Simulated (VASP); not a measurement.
# CdS (Fm-3m) in VASP: a series of runs

Runs on CdS. Level: HSE06. Tasks: single point.

Everything below comes from runs of VASP 6.6.1. Logs are shortened: lines on timing, memory, paths and dates and some standing lists are left out, and cuts for length are marked.

## 1. The cell of the first run

The structure is cubic, space group Fm-3m (No. 225). The conventional cell has a = 5.454 Å, b = 5.454 Å, c = 5.454 Å, α = 90.00°, β = 90.00°, γ = 90.00°. Cd (site symmetry m-3m) has 6 S at 2.73 Å within 3.6 Å. S (site symmetry m-3m) has 6 Cd at 2.73 Å within 3.6 Å.

## 2. Single point, HSE06

POSCAR

```
CdS
1.0
    0.0000000000      2.7267765442      2.7267765442
    2.7267765442      0.0000000000      2.7267765442
    2.7267765442      2.7267765442      0.0000000000
Cd S
1 1
Direct
    0.0000000000      0.0000000000      0.0000000000
    0.5000000000      0.5000000000      0.5000000000
```

INCAR.step1

```
SYSTEM = CdS
ALGO = Normal
EDIFF = 1E-5
ENCUT = 400
GGA = PE
GGA_COMPAT = .False.
ISIF = 2
ISMEAR = 0
LASPH = .True.
LCHARG = .False.
LREAL = .False.
LWAVE = .True.
NBANDS = 16
NELM = 120
PREC = Accurate
SIGMA = 0.01
```

INCAR.step2

```
SYSTEM = CdS
ALGO = Normal
EDIFF = 1E-6
ENCUT = 400
GGA = PE
GGA_COMPAT = .False.
HFSCREEN = 0.2079
ISIF = 2
ISMEAR = 0
ISTART = 1
LASPH = .True.
LCHARG = .False.
LHFCALC = .True.
LREAL = .False.
LWAVE = .False.
NBANDS = 16
NELM = 120
PREC = Accurate
PRECFOCK = Normal
SIGMA = 0.01
```

KPOINTS

```
k-points
0
Gamma
  6 6 6
  0 0 0
```

Potentials or basis: VASP PAW PBE potentials, release 64 (Cd, S).

Started as:

```console
cat potpaw_PBE.64/Cd/POTCAR potpaw_PBE.64/S/POTCAR > POTCAR
cp INCAR.step1 INCAR
mpirun -np 1 vasp_std > vasp.out
cp INCAR.step2 INCAR
mpirun -np 1 vasp_std > vasp.out
```

OUTCAR:

```text
SYSTEM = CdS
   EDIFF = 1E-6
   ENCUT = 400
   GGA = PE
   HFSCREEN = 0.2079
   ISIF = 2
   ISMEAR = 0
   ISTART = 1
   LASPH = .True.
   LHFCALC = .True.
   LREAL = .False.
   NELM = 120
   PREC = Accurate
   PRECFOCK = Normal

 ion  position               nearest neighbor table
   1  0.000  0.000  0.000-   2 2.73   2 2.73   2 2.73   2 2.73   2 2.73   2 2.73
   2  0.500  0.500  0.500-   1 2.73   1 2.73   1 2.73   1 2.73   1 2.73   1 2.73

  LATTYP: Found a face centered cubic cell.
 ALAT       =     5.4535530884

  Lattice vectors:

 A1 = (   0.0000000000,   2.7267765442,   2.7267765442)
 A2 = (   2.7267765442,   0.0000000000,   2.7267765442)
 A3 = (   2.7267765442,   2.7267765442,   0.0000000000)

Analysis of symmetry for initial positions (statically):
=====================================================================
 Subroutine PRICEL returns:
 Original cell was already a primitive cell.

 Routine SETGRP: Setting up the symmetry group for a
 face centered cubic supercell.

 Subroutine GETGRP returns: Found 48 space group operations
 (whereof 48 operations were pure point group operations)
 out of a pool of 48 trial point group operations.

The static configuration has the point symmetry O_h .

Analysis of symmetry for dynamics (positions and initial velocities):
=====================================================================
 Subroutine PRICEL returns:
 Original cell was already a primitive cell.

 Routine SETGRP: Setting up the symmetry group for a
 face centered cubic supercell.

 Subroutine GETGRP returns: Found 48 space group operations
 (whereof 48 operations were pure point group operations)
 out of a pool of 48 trial point group operations.

The dynamic configuration has the point symmetry O_h .

 Subroutine INISYM returns: Found 48 space group operations
 (whereof 48 operations are pure point group operations),
 and found     1 'primitive' translations

----------------------------------------------------------------------------------------

                                     Primitive cell

  volume of cell :      40.5489

  direct lattice vectors                    reciprocal lattice vectors
     0.000000000  2.726776544  2.726776544    -0.183366694  0.183366694  0.183366694
     2.726776544  0.000000000  2.726776544     0.183366694 -0.183366694  0.183366694
     2.726776544  2.726776544  0.000000000     0.183366694  0.183366694 -0.183366694

  length of vectors
     3.856244370  3.856244370  3.856244370     0.317600430  0.317600430  0.317600430

  position of ions in fractional coordinates (direct lattice)
     0.000000000  0.000000000  0.000000000
     0.500000000  0.500000000  0.500000000

  ion indices of the primitive-cell ions
   primitive index   ion index
                 1           1
                 2           2

----------------------------------------------------------------------------------------

 KPOINTS: k-points

Automatic generation of k-mesh.
 Grid dimensions read from file:
 generate k-points for:    6    6    6

 Generating k-lattice:

  Cartesian coordinates                     Fractional coordinates (reciprocal lattice)
    -0.030561116  0.030561116  0.030561116     0.166666667  0.000000000  0.000000000
     0.030561116 -0.030561116  0.030561116     0.000000000  0.166666667  0.000000000
     0.030561116  0.030561116 -0.030561116     0.000000000  0.000000000  0.166666667

  Length of vectors
     0.052933405  0.052933405  0.052933405

  Shift w.r.t. Gamma in fractional coordinates (k-lattice)
     0.000000000  0.000000000  0.000000000

 Subroutine IBZKPT returns following result:
 ===========================================

 Found     16 irreducible k-points:

 Following reciprocal coordinates:
            Coordinates               Weight
  0.000000  0.000000  0.000000      1.000000
  0.166667  0.000000  0.000000      8.000000
  0.333333  0.000000  0.000000      8.000000
  0.500000  0.000000  0.000000      4.000000
  0.166667  0.166667  0.000000      6.000000
  0.333333  0.166667  0.000000     24.000000
[... 8 lines left out ...]
 -0.333333  0.333333  0.166667     24.000000
 -0.333333  0.500000  0.166667     12.000000
   k-points           NKPTS =     16   k-points in BZ     NKDIM =    216   number of bands    NBANDS=     16
   number of dos      NEDOS =    301   number of ions     NIONS =      2
   total plane-waves  NPLWV =  21952
   dimension x,y,z NGX =    28 NGY =   28 NGZ =   28
   dimension x,y,z NGXF=    56 NGYF=   56 NGZF=   56
   ions per type =               1   1
   NGX,Y,Z   is equivalent  to a cutoff of  12.07, 12.07, 12.07 a.u.
   NGXF,Y,Z  is equivalent  to a cutoff of  24.14, 24.14, 24.14 a.u.
 SYSTEM =  CdS
   PREC   = accura    normal or accurate (medium, high low for compatibility)
   ISTART =      1    job   : 0-new  1-cont  2-samecut
   ICHARG =      0    charge: 1-file 2-atom 10-const
   ISPIN  =      1    spin polarized calculation?
   LNONCOLLINEAR =      F non collinear calculations
   LSORBIT =      F    spin-orbit coupling
   LASPH  =      T    aspherical Exc in radial PAW
   ENCUT  =  400.0 eV  29.40 Ry    5.42 a.u.   6.29  6.29  6.29*2*pi/ulx,y,z
   NELM   =    120;   NELMIN=  2; NELMDL=  0     # of ELM steps
   EDIFF  = 0.1E-05   stopping-criterion for ELM
   LREAL  =      F    real-space projection
   EDIFFG = 0.1E-04   stopping-criterion for IOM
   NSW    =      0    number of steps for IOM
   IBRION =     -1    ionic relax: 0-MD 1-quasi-New 2-CG
   NFREE  =      0    steps in history (QN), initial steepest desc. (CG)
   ISIF   =      2    stress and relaxation
   ISYM   =      3    0-nonsym 1-usesym 2-fastsym
   POTIM  = 0.5000    time-step for ionic-motion
   TEBEG  =    0.0;   TEEND  =   0.0 temperature during run
   PSTRESS=    0.0 pullay stress
   NELECT =      18.0000    total number of electrons
   NUPDOWN=      -1.0000    fix difference up-down
   EMIN   =  10.00;   EMAX   =-10.00  energy-range for DOS
   EFERMI =   0.00;   METHOD = LEGACY
   ISMEAR =     0;   SIGMA  =   0.01  broadening in eV -4-tet -1-fermi 0-gaus
   EFERMI_NEDOS =   21; number of points for ismear=-14 and -15
   IALGO  =     38    algorithm
   IMIX   =      1    mixing-type and parameters
     AMIX     =   0.40;   BMIX     =  1.00
     AMIX_MAG =   1.60;   BMIX_MAG =  1.00
  volume/ion in A,a.u.               =      20.27       136.82
  Fermi-wavevector in a.u.,A,eV,Ry     =   1.248838  2.359962 21.219598  1.559596
  Thomas-Fermi vector in A             =   2.382906
   LORBIT       =      0    0 simple, 1 ext, 2 COOP (PROOUT), +10 PAW based schemes
   GGA     = PE    functional components
   LHFCALC =     T    Hartree Fock is set to
   PRECFOCK=normal    Normal, Fast or Accurate (Low or Medium for compatibility)
   ENCUT4O =  -1.0   cutoff for four orbital integrals eV
   NKREDX  =     1    reduce k-point grid by
   NKREDY  =     1    reduce k-point grid by
   NKREDZ  =     1    reduce k-point grid by
   AEXX    =    0.2500 exact exchange contribution
   HFSCREEN=    0.2079 screening length (either q_TF or 0.3 A-1)
   HFSCREENC=   0.2079 screening length for correlation (either q_TF or 0.3 A-1)
   ENCUTFOCK=  -1.0 apply spherical cutoff to Coloumb kernel
   IVDW    =     0    specifies the selected vdW correction
   LEPSILON=     F    determine dielectric tensor
   LRPA    =     F    only Hartree local field effects (RPA)
 non-spin polarized calculation
 Gauss-broadening in eV      SIGMA  =   0.01
  energy-cutoff  :      400.00
  volume of cell :       40.55
 maximum number of plane-waves:       754
 NGX is ok and might be reduce to    28
  NGX = 20; NGY = 20; NGZ = 20

 number of electron      18.0000000 magnetization

 Free energy of the ion-electron system (eV)
  ---------------------------------------------------
  ext. energy  EPLUGINS =         0.00000000
  ---------------------------------------------------
  free energy    TOTEN  =        -7.34556369 eV

  energy without entropy =       -7.34556369  energy(sigma->0) =       -7.34556369

 E-fermi :   2.4661     XC(G=0):  -8.6260

 val. band max:        2.3696161784   @ k =   0.5000   0.0000   0.0000
 cond. band min:       3.5938842364   @ k =   0.5000   0.5000   0.0000
 fundamental gap:      1.2242680580
 Fermi energy:         2.4660780842

 k-point     1 :       0.0000    0.0000    0.0000
  band No.  band energies     occupation
      1     -11.7444      2.00000
      2      -6.4735      2.00000
      3      -6.4735      2.00000
      4      -6.4474      2.00000
      5      -6.4474      2.00000
      6      -6.4474      2.00000
[... 8 lines left out ...]
     15      15.4218      0.00000
     16      15.4218      0.00000

 k-point     2 :       0.1667    0.0000    0.0000
  band No.  band energies     occupation
      1     -11.4845      2.00000
      2      -6.5520      2.00000
      3      -6.5520      2.00000
      4      -6.4735      2.00000
      5      -6.3996      2.00000
      6      -6.3996      2.00000
[... 8 lines left out ...]
     15      13.9810      0.00000
     16      14.7527      0.00000

 k-point     3 :       0.3333    0.0000    0.0000
  band No.  band energies     occupation
      1     -10.8656      2.00000
      2      -6.7081      2.00000
      3      -6.7081      2.00000
      4      -6.5735      2.00000
      5      -6.2967      2.00000
      6      -6.2967      2.00000
[... 8 lines left out ...]
     15      15.3821      0.00000
     16      15.3821      0.00000

 k-point     4 :       0.5000    0.0000    0.0000
  band No.  band energies     occupation
      1     -10.4773      2.00000
      2      -6.7829      2.00000
      3      -6.7829      2.00000
      4      -6.6761      2.00000
      5      -6.2441      2.00000
      6      -6.2441      2.00000
[... 8 lines left out ...]
     15      16.8601      0.00000
     16      16.8601      0.00000

 k-point     5 :       0.1667    0.1667    0.0000
  band No.  band energies     occupation
      1     -11.4228      2.00000
      2      -6.6136      2.00000
      3      -6.4864      2.00000
      4      -6.4466      2.00000
      5      -6.3955      2.00000
      6      -6.3955      2.00000
[... 8 lines left out ...]
     15      16.3576      0.00000
     16      17.2643      0.00000

 k-point     6 :       0.3333    0.1667    0.0000
  band No.  band energies     occupation
      1     -10.9922      2.00000
      2      -6.6393      2.00000
      3      -6.5405      2.00000
      4      -6.5217      2.00000
      5      -6.3209      2.00000
      6      -6.2856      2.00000
[... 8 lines left out ...]
     15      16.5696      0.00000
     16      16.9984      0.00000
[... 115 lines left out ...]
 k-point    13 :       0.5000    0.5000    0.0000
  band No.  band energies     occupation
      1     -10.7822      2.00000
      2      -6.6041      2.00000
      3      -6.3654      2.00000
      4      -6.1747      2.00000
      5      -6.1747      2.00000
      6      -5.3848      2.00000
[... 8 lines left out ...]
     15      18.4052      0.00000
     16      18.6116      0.00000

 k-point    14 :       0.5000    0.3333    0.1667
  band No.  band energies     occupation
      1     -10.7154      2.00000
      2      -6.6029      2.00000
      3      -6.5120      2.00000
      4      -6.4789      2.00000
      5      -6.2578      2.00000
      6      -6.1133      2.00000
[... 8 lines left out ...]
     15      17.9241      0.00000
     16      19.1674      0.00000

 k-point    15 :      -0.3333    0.3333    0.1667
  band No.  band energies     occupation
      1     -10.5759      2.00000
      2      -6.6587      2.00000
      3      -6.4747      2.00000
      4      -6.4444      2.00000
      5      -6.2113      2.00000
      6      -5.9044      2.00000
[... 8 lines left out ...]
     15      16.7042      0.00000
     16      18.6856      0.00000

 k-point    16 :      -0.3333    0.5000    0.1667
  band No.  band energies     occupation
      1     -10.6526      2.00000
      2      -6.5413      2.00000
      3      -6.5311      2.00000
      4      -6.3238      2.00000
      5      -6.1745      2.00000
      6      -5.5549      2.00000
[... 8 lines left out ...]
     15      17.7558      0.00000
     16      18.6005      0.00000

------------------------ aborting loop because EDIFF is reached ----------------------------------------

  FORCE on cell =-STRESS in cart. coord.  units (eV):
  Direction    XX          YY          ZZ          XY          YZ          ZX
  --------------------------------------------------------------------------------------
  -------------------------------------------------------------------------------------
  Total       -0.0437079     -0.0437079     -0.0437079      0.0000000      0.0000000     -0.0000000
  in kB       -1.7269970     -1.7269970     -1.7269970      0.0000000      0.0000000     -0.0000000
  external PRESSURE =      -1.7269970 kB  Pullay stress =       0.0000000 kB

 VOLUME and BASIS-vectors are now :
 -----------------------------------------------------------------------------
  energy-cutoff  :      400.00
  volume of cell :       40.55
      direct lattice vectors                 reciprocal lattice vectors
     0.000000000  2.726776544  2.726776544    -0.183366694  0.183366694  0.183366694
     2.726776544  0.000000000  2.726776544     0.183366694 -0.183366694  0.183366694
     2.726776544  2.726776544  0.000000000     0.183366694  0.183366694 -0.183366694

 POSITION                                       TOTAL-FORCE (eV/Angst)
 -----------------------------------------------------------------------------------
      0.00000      0.00000      0.00000         0.000000     -0.000000     -0.000000
      2.72678      2.72678      2.72678        -0.000000      0.000000      0.000000
 -----------------------------------------------------------------------------------
    total drift:                               -0.000006     -0.000009     -0.000009

  FREE ENERGIE OF THE ION-ELECTRON SYSTEM (eV)
  ---------------------------------------------------
  free  energy   TOTEN  =        -7.3455636918 eV

  energy  without entropy=       -7.3455636918  energy(sigma->0) =       -7.34556369
```

It took 13 min on 1 thread of Intel Xeon 6975P-C (Granite Rapids), shared host; peak memory 0.26 GiB.

What came out:

```yaml
Free_energy: -7.3456 eV
Pressure: -0.2 GPa
Band_gap_on_the_k_mesh: 1.22 eV (least direct gap 2.74 eV)
```

Levels at points of the mesh, in eV from the valence-band top:
| k point | band 5 | band 6 | band 7 | band 8 | band 9 | band 10 | band 11 | band 12 | band 13 | band 14 |
| --- | --- | --- | --- | --- | --- | --- | --- | --- | --- | --- |
| (0.00, 0.00, 0.00) | -8.82 | -8.82 | -0.76 | -0.76 | -0.76 | 1.99 | 10.37 | 10.37 | 10.37 | 12.38 |
| (0.50, 0.00, 0.00) | -8.61 | -8.61 | -5.30 | 0.00 | 0.00 | 4.44 | 7.02 | 7.02 | 8.48 | 13.56 |
| (0.50, 0.50, 0.00) | -8.54 | -7.75 | -4.64 | -2.31 | -2.31 | 1.22 | 6.93 | 11.38 | 12.92 | 12.92 |

Caveat: the PAW data sets were made with another functional, which shifts forces and pressure a little.

## 3. Single point, HSE06

POSCAR is that of step 2.

INCAR.step1

```
ALGO = Normal ; EDIFF = 1E-5
ENCUT = 400 ; GGA = PE
GGA_COMPAT = False ; ISIF = 2
ISMEAR = 0 ; LASPH = True
LCHARG = False ; LREAL = False
LWAVE = True ; NBANDS = 16
NELM = 120 ; PREC = Accurate
SIGMA = 0.01
```

INCAR.step2

```
ALGO = Normal ; EDIFF = 1E-6
ENCUT = 400 ; GGA = PE
GGA_COMPAT = False ; HFSCREEN = 0.2079
ISIF = 2 ; ISMEAR = 0
ISTART = 1 ; LASPH = True
LCHARG = False ; LHFCALC = True
LREAL = False ; LWAVE = False
NBANDS = 16 ; NELM = 120
PREC = Accurate ; PRECFOCK = Normal
SIGMA = 0.01
```

KPOINTS

```
k-points
0
Gamma
  6 6 6
```

Potentials or basis: VASP PAW PBE potentials, release 64 (Cd, S).

Started as:

```console
cat potpaw_PBE.64/Cd/POTCAR potpaw_PBE.64/S/POTCAR > POTCAR
cp INCAR.step1 INCAR
mpirun -np 1 vasp_std > vasp.out
cp INCAR.step2 INCAR
mpirun -np 1 vasp_std > vasp.out
```

Wall time 13 min (1 thread of Intel Xeon 6975P-C (Granite Rapids), shared host); peak memory 0.26 GiB.

It converged, with:

```
Free energy            : -7.3456 eV
Pressure               : -0.2 GPa
Band gap on the k mesh : 1.22 eV (least direct gap 2.74 eV)
```

Levels at points of the mesh, in eV from the valence-band top:
```tsv
k point	band 6	band 7	band 8	band 9	band 10	band 11	band 12	band 13
(0.00, 0.00, 0.00)	-8.82	-0.76	-0.76	-0.76	1.99	10.37	10.37	10.37
(0.50, 0.00, 0.00)	-8.61	-5.30	0.00	0.00	4.44	7.02	7.02	8.48
(0.50, 0.50, 0.00)	-7.75	-4.64	-2.31	-2.31	1.22	6.93	11.38	12.92
```

Caveat: the PAW data sets were made with another functional, which shifts forces and pressure a little.
